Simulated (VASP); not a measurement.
# P (Cmce) in VASP: single point with PBE+D3(BJ)

Aim: the single point of P with PBE+D3(BJ).

Everything below comes from runs of VASP 6.6.1. Logs are shortened: lines on timing, memory, paths and dates and some standing lists are left out, and cuts for length are marked.

## Step 1: The cell of the first run

It takes space group Cmce (No. 64, orthorhombic). The conventional cell has a = 3.198 Å, b = 10.574 Å, c = 4.167 Å, α = 90.00°, β = 90.00°, γ = 90.00°. P (site symmetry m) has 3 P at 2.18 to 2.33 Å within 2.9 Å.

## Step 2: Single point, PBE+D3(BJ) (strain -0.0375 x Voigt [1, -1, 0, 0, 0, 0])

File INCAR:

```
PREC = Accurate
ENCUT = 520
EDIFF = 1E-6
ISMEAR = 0
SIGMA = 0.15
LREAL = False
LASPH = True
NELM = 100
ALGO = Normal
ISIF = 2
LWAVE = False
LCHARG = True
GGA = PE
IVDW = 12
LELF = True
LVHAR = True
NBANDS = 18
```

File KPOINTS:

```
regular mesh
0
Gamma
  16 16 12
```

File POSCAR:

```
P
1.0
    1.5989648134     -5.2868514324      0.0000000000
    1.5989648134      5.2868514324      0.0000000000
    0.0000000000      0.0000000000      4.1668618235
P
4
Direct
    0.1063803446      0.8936196554      0.9280972034
    0.6063803446      0.3936196554      0.5719027966
    0.8936196554      0.1063803446      0.0719027966
    0.3936196554      0.6063803446      0.4280972034
```

Potentials or basis: VASP PAW PBE potentials, release 64 (P).

Run with:

```console
cat potpaw_PBE.64/P/POTCAR > POTCAR
mpirun -np 1 vasp_std > vasp.out
```

OUTCAR:

```text
PREC = Accurate
   ENCUT = 520
   EDIFF = 1E-6
   ISMEAR = 0
   LREAL = False
   LASPH = True
   NELM = 100
   ISIF = 2
   GGA = PE
   IVDW = 12
 IVDW          = 12

 ion  position               nearest neighbor table
   1  0.106  0.894  0.928-   2 2.18   2 2.18   3 2.33
   2  0.606  0.394  0.572-   1 2.18   1 2.18   4 2.33
   3  0.894  0.106  0.072-   4 2.18   4 2.18   1 2.33
   4  0.394  0.606  0.428-   3 2.18   3 2.18   2 2.33

  LATTYP: Found a base centered orthorhombic cell.
 ALAT       =     3.1979296268
 B/A-ratio  =     3.3064213722
 C/A-ratio  =     1.3029873417

  Lattice vectors:

 A1 = (   1.5989648134,  -5.2868514324,   0.0000000000)
 A2 = (   1.5989648134,   5.2868514324,   0.0000000000)
 A3 = (   0.0000000000,   0.0000000000,   4.1668618235)

Analysis of symmetry for initial positions (statically):
=====================================================================
 Subroutine PRICEL returns:
 Original cell was already a primitive cell.

 Routine SETGRP: Setting up the symmetry group for a
 base centered orthorhombic supercell.

 Subroutine GETGRP returns: Found  8 space group operations
 (whereof  4 operations were pure point group operations)
 out of a pool of  8 trial point group operations.

The static configuration has the point symmetry C_2h.
 The point group associated with its full space group is D_2h.

Analysis of symmetry for dynamics (positions and initial velocities):
=====================================================================
 Subroutine PRICEL returns:
 Original cell was already a primitive cell.

 Routine SETGRP: Setting up the symmetry group for a
 base centered orthorhombic supercell.

 Subroutine GETGRP returns: Found  8 space group operations
 (whereof  4 operations were pure point group operations)
 out of a pool of  8 trial point group operations.

The dynamic configuration has the point symmetry C_2h.
 The point group associated with its full space group is D_2h.

 Subroutine INISYM returns: Found  8 space group operations
 (whereof  4 operations are pure point group operations),
 and found     1 'primitive' translations

----------------------------------------------------------------------------------------

                                     Primitive cell

  volume of cell :      70.4490

  direct lattice vectors                    reciprocal lattice vectors
     1.598964813 -5.286851432  0.000000000     0.312702316 -0.094574248  0.000000000
     1.598964813  5.286851432  0.000000000     0.312702316  0.094574248  0.000000000
     0.000000000  0.000000000  4.166861823     0.000000000  0.000000000  0.239988759

  length of vectors
     5.523358267  5.523358267  4.166861823     0.326691026  0.326691026  0.239988759

  position of ions in fractional coordinates (direct lattice)
     0.106380345  0.893619655  0.928097203
     0.606380345  0.393619655  0.571902797
     0.893619655  0.106380345  0.071902797
     0.393619655  0.606380345  0.428097203

  ion indices of the primitive-cell ions
   primitive index   ion index
                 1           1
                 2           2
                 3           3
                 4           4

----------------------------------------------------------------------------------------

 KPOINTS: regular mesh

Automatic generation of k-mesh.
 Grid dimensions read from file:
 generate k-points for:   16   16   12

 Generating k-lattice:

  Cartesian coordinates                     Fractional coordinates (reciprocal lattice)
     0.019543895 -0.005910891  0.000000000     0.062500000  0.000000000  0.000000000
     0.019543895  0.005910891  0.000000000     0.000000000  0.062500000  0.000000000
     0.000000000  0.000000000  0.019999063     0.000000000  0.000000000  0.083333333

  Length of vectors
     0.020418189  0.020418189  0.019999063

  Shift w.r.t. Gamma in fractional coordinates (k-lattice)
     0.000000000  0.000000000  0.000000000

 Subroutine IBZKPT returns following result:
 ===========================================

 Found    511 irreducible k-points:

 Following reciprocal coordinates:
            Coordinates               Weight
  0.000000  0.000000  0.000000      1.000000
  0.062500  0.000000  0.000000      4.000000
  0.125000  0.000000  0.000000      4.000000
  0.187500  0.000000  0.000000      4.000000
  0.250000  0.000000  0.000000      4.000000
  0.312500 -0.000000  0.000000      4.000000
[... 16 lines left out ...]
 -0.125000  0.062500  0.000000      4.000000
 -0.062500  0.062500  0.000000      2.000000
 [... further k-points ...]
   k-points           NKPTS =    511   k-points in BZ     NKDIM =    511   number of bands    NBANDS=     18
   number of dos      NEDOS =    301   number of ions     NIONS =      4
   total plane-waves  NPLWV =  56448
   dimension x,y,z NGX =    42 NGY =   42 NGZ =   32
   dimension x,y,z NGXF=    84 NGYF=   84 NGZF=   64
   ions per type =               4
   NGX,Y,Z   is equivalent  to a cutoff of  12.64, 12.64, 12.77 a.u.
   NGXF,Y,Z  is equivalent  to a cutoff of  25.28, 25.28, 25.53 a.u.
 SYSTEM =  unknown system
   PREC   = accura    normal or accurate (medium, high low for compatibility)
   ISTART =      0    job   : 0-new  1-cont  2-samecut
   ICHARG =      2    charge: 1-file 2-atom 10-const
   ISPIN  =      1    spin polarized calculation?
   LNONCOLLINEAR =      F non collinear calculations
   LSORBIT =      F    spin-orbit coupling
   LASPH  =      T    aspherical Exc in radial PAW
   ENCUT  =  520.0 eV  38.22 Ry    6.18 a.u.  10.27 10.27  7.75*2*pi/ulx,y,z
   NELM   =    100;   NELMIN=  2; NELMDL= -5     # of ELM steps
   EDIFF  = 0.1E-05   stopping-criterion for ELM
   LREAL  =      F    real-space projection
   EDIFFG = 0.1E-04   stopping-criterion for IOM
   NSW    =      0    number of steps for IOM
   IBRION =     -1    ionic relax: 0-MD 1-quasi-New 2-CG
   NFREE  =      0    steps in history (QN), initial steepest desc. (CG)
   ISIF   =      2    stress and relaxation
   ISYM   =      2    0-nonsym 1-usesym 2-fastsym
   POTIM  = 0.5000    time-step for ionic-motion
   TEBEG  =    0.0;   TEEND  =   0.0 temperature during run
   PSTRESS=    0.0 pullay stress
   NELECT =      20.0000    total number of electrons
   NUPDOWN=      -1.0000    fix difference up-down
   EMIN   =  10.00;   EMAX   =-10.00  energy-range for DOS
   EFERMI =   0.00;   METHOD = LEGACY
   ISMEAR =     0;   SIGMA  =   0.15  broadening in eV -4-tet -1-fermi 0-gaus
   EFERMI_NEDOS =   21; number of points for ismear=-14 and -15
   IALGO  =     38    algorithm
   IMIX   =      4    mixing-type and parameters
     AMIX     =   0.40;   BMIX     =  1.00
     AMIX_MAG =   1.60;   BMIX_MAG =  1.00
  volume/ion in A,a.u.               =      17.61       118.85
  Fermi-wavevector in a.u.,A,eV,Ry     =   1.075953  2.033256 15.751110  1.157674
  Thomas-Fermi vector in A             =   2.211823
   LORBIT       =      0    0 simple, 1 ext, 2 COOP (PROOUT), +10 PAW based schemes
   GGA     = PE    functional components
   LHFCALC =     F    Hartree Fock is set to
   AEXX    =    0.0000 exact exchange contribution
   IVDW    =    12    specifies the selected vdW correction
   LEPSILON=     F    determine dielectric tensor
   LRPA    =     F    only Hartree local field effects (RPA)
 non-spin polarized calculation
 Gauss-broadening in eV      SIGMA  =   0.15
  energy-cutoff  :      520.00
  volume of cell :       70.45
 maximum number of plane-waves:      1916
 NGX is ok and might be reduce to    42
   NGX = 21   NGY = 21   NGZ = 15

 number of electron      19.9999997 magnetization

 Free energy of the ion-electron system (eV)
  ---------------------------------------------------
  ext. energy  EPLUGINS =         0.00000000
  ---------------------------------------------------
  free energy    TOTEN  =       -21.26858688 eV

  energy without entropy =      -21.26565446  energy(sigma->0) =      -21.26712067

 E-fermi :   7.3029     XC(G=0): -10.2540

 val. band max:        7.2918382123   @ k =  -0.3750   0.2500   0.0000
 cond. band min:       7.3142197962   @ k =   0.4375   0.3750   0.0833
 fundamental gap:      0.0223815839
 Fermi energy:         7.3029231634

 k-point     1 :       0.0000    0.0000    0.0000
  band No.  band energies     occupation
      1      -8.6680      2.00000
      2      -5.8075      2.00000
      3      -1.3377      2.00000
      4       0.0333      2.00000
      5       2.1915      2.00000
      6       2.9655      2.00000
[... 10 lines left out ...]
     17      14.2851      0.00000
     18      14.4491      0.00000

 k-point     2 :       0.0625    0.0000    0.0000
  band No.  band energies     occupation
      1      -8.6143      2.00000
      2      -5.7624      2.00000
      3      -1.3608      2.00000
      4       0.0889      2.00000
      5       2.2403      2.00000
      6       2.8447      2.00000
[... 10 lines left out ...]
     17      14.0197      0.00000
     18      14.5848      0.00000

 k-point     3 :       0.1250    0.0000    0.0000
  band No.  band energies     occupation
      1      -8.4535      2.00000
      2      -5.6271      2.00000
      3      -1.4593      2.00000
      4       0.2543      2.00000
      5       2.3828      2.00000
      6       2.3846      2.00000
[... 10 lines left out ...]
     17      13.3822      0.00000
     18      13.9273      0.00000

 k-point     4 :       0.1875    0.0000    0.0000
  band No.  band energies     occupation
      1      -8.1866      2.00000
      2      -5.4012      2.00000
      3      -1.7153      2.00000
      4       0.5255      2.00000
      5       1.5754      2.00000
      6       2.2399      2.00000
[... 375 lines left out ...]
      4       0.3579      2.00000
      5       2.3119      2.00000
      6       2.4156      2.00000
[... 10 lines left out ...]
     17      13.3274      0.00000
     18      13.4471      0.00000

 k-point    23 :      -0.1250    0.0625    0.0000
  band No.  band energies     occupation
      1      -8.5955      2.00000
      2      -5.8146      2.00000
      3      -1.3488      2.00000
      4       0.1602      2.00000
      5       2.2654      2.00000
      6       2.7667      2.00000
[... 10 lines left out ...]
     17      13.4938      0.00000
     18      14.6127      0.00000

 k-point    24 :      -0.0625    0.0625    0.0000
  band No.  band energies     occupation
      1      -8.6585      2.00000
      2      -5.8342      2.00000
      3      -1.3311      2.00000
      4       0.0696      2.00000
      5       2.2052      2.00000
      6       2.9203      2.00000
[... 10 lines left out ...]
     17      14.2657      0.00000
     18      15.0052      0.00000

 [... further k-points ...]

------------------------ aborting loop because EDIFF is reached ----------------------------------------

 Edisp (eV)   -1.59300

 E8    (eV) :    -0.6029

  FORCE on cell =-STRESS in cart. coord.  units (eV):
  Direction    XX          YY          ZZ          XY          YZ          ZX
  --------------------------------------------------------------------------------------
  -------------------------------------------------------------------------------------
  Total       3.17047    -2.53571     0.86160     0.00000     0.00000     0.00000
  in kB      72.10392   -57.66797    19.59480     0.00000     0.00000     0.00000
  external pressure =       11.34 kB  Pullay stress =        0.00 kB

 VOLUME and BASIS-vectors are now :
 -----------------------------------------------------------------------------
  energy-cutoff  :      520.00
  volume of cell :       70.45
      direct lattice vectors                 reciprocal lattice vectors
     1.598964813 -5.286851432  0.000000000     0.312702316 -0.094574248  0.000000000
     1.598964813  5.286851432  0.000000000     0.312702316  0.094574248  0.000000000
     0.000000000  0.000000000  4.166861823     0.000000000  0.000000000  0.239988759

 POSITION                                       TOTAL-FORCE (eV/Angst)
 -----------------------------------------------------------------------------------
      1.59896      4.16202      3.86725         0.000000      0.384183      0.187794
      1.59896     -1.12483      2.38304         0.000000      0.384183     -0.187794
      1.59896     -4.16202      0.29961         0.000000     -0.384183     -0.187794
      1.59896      1.12483      1.78382         0.000000     -0.384183      0.187794
 -----------------------------------------------------------------------------------
    total drift:                                0.000000      0.000000      0.000000

  FREE ENERGIE OF THE ION-ELECTRON SYSTEM (eV)
  ---------------------------------------------------
  free  energy   TOTEN  =       -22.8615867968 eV

  energy  without entropy=      -22.8586543756  energy(sigma->0) =      -22.86012059
```

Wall time 10 min (1 thread of Intel Xeon Platinum 8259CL at 2.50GHz (Skylake/Cascade Lake), shared host); peak memory 0.57 GiB.

Results:

* Free energy: -22.8616 eV
* Pressure: 1.1 GPa
* Largest force: 0.428 eV/Å
* Band gap on the k mesh: zero (bands 10 and 11 overlap by 0.30 eV)
* Dispersion energy per atom: -0.398 eV

Forces on the atoms (eV/Å):
```
P    0.000  0.384  0.188
P    0.000  0.384 -0.188
P    0.000 -0.384 -0.188
P    0.000 -0.384  0.188
```

Stress tensor (GPa, compression positive):
```
 7.21  0.00  0.00
 0.00 -5.77  0.00
 0.00  0.00  1.96
```

Levels at points of the mesh, in eV from the Fermi level:
```
           k point  band 8  band 9  band 10  band 11  band 12  band 13
(0.00, 0.00, 0.00)   -3.21   -2.26    -1.11     0.56     1.75     2.47
(0.50, 0.00, 0.00)   -3.08   -2.57    -2.57     0.82     0.82     1.02
(0.50, 0.50, 0.00)   -2.24   -1.89    -0.95     0.71     1.21     3.10
(0.00, 0.00, 0.50)   -2.59   -0.38    -0.38     2.12     2.12     2.90
(0.50, 0.00, 0.50)   -5.74   -2.10    -2.10     1.43     1.43     5.08
(0.50, 0.50, 0.50)   -2.64   -0.98    -0.98     1.45     1.45     2.84
```

Caveat: the cell differs from its parent crystal (strain -0.0375 x Voigt [1, -1, 0, 0, 0, 0]); the stress differs along the axes, from -6 to 7 GPa.

The gap in the log of VASP goes by the Fermi energy; the results here count the filled bands.